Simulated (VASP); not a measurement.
Li5BiS: single point with PBE

The system is Li5BiS.

```xyz
7
Lattice="0.0000 3.7883 3.7883 3.7883 0.0000 3.7883 3.7883 3.7883 0.0000" Properties=species:S:1:pos:R:3 pbc="T T T"
Li    3.0940    3.0940    3.0940
Li    4.4825    4.4825    3.0940
Li    4.4825    3.0940    4.4825
Li    3.0940    4.4825    4.4825
Li    5.6824    5.6824    5.6824
Bi    1.8941    1.8941    1.8941
S     0.0000    0.0000    0.0000
```

The cell was generated, and may not be a known phase.

| Property | Result |
| --- | --- |
| Program | VASP 6.6.1 |
| Task | single point |
| Functional | PBE |
| Potentials or basis | VASP PAW PBE potentials, release 64 (Li_sv, Bi_d, S) |
| Cutoff | 520 eV |
| k mesh | 4 × 4 × 4 |
| Occupations | gaussian, width 0.1 eV |
| Spin | no spin polarisation |

- Largest force: 0.679 eV/Å
- Band gap on the k mesh: zero (bands 18 and 19 overlap by 1.83 eV)

Forces on the atoms (eV/Å):
```
Li  -0.392 -0.392 -0.392
Li   0.392  0.392 -0.392
Li   0.392 -0.392  0.392
Li  -0.392  0.392  0.392
Li   0.000  0.000  0.000
Bi   0.000  0.000  0.000
S    0.000  0.000  0.000
```

Levels at points of the mesh, in eV from the Fermi level:
| k point | band 15 | band 16 | band 17 | band 18 | band 19 | band 20 | band 21 | band 22 |
| --- | --- | --- | --- | --- | --- | --- | --- | --- |
| (0.00, 0.00, 0.00) | -3.20 | -1.34 | -1.34 | -1.34 | -1.31 | 2.30 | 2.30 | 2.30 |
| (0.50, 0.00, 0.00) | -3.58 | -1.02 | -0.68 | -0.68 | 0.24 | 1.21 | 1.21 | 2.04 |
| (0.50, 0.50, 0.00) | -3.16 | -2.21 | -0.22 | 0.51 | 0.51 | 0.92 | 2.61 | 2.61 |

Wall time 20 s on 1 thread of AMD EPYC 9R45 96-Core Processor (Zen 5) (shared host), peak memory 0.21 GiB.

Caveat: spin-orbit coupling is left out, which moves the levels of the heavy elements.
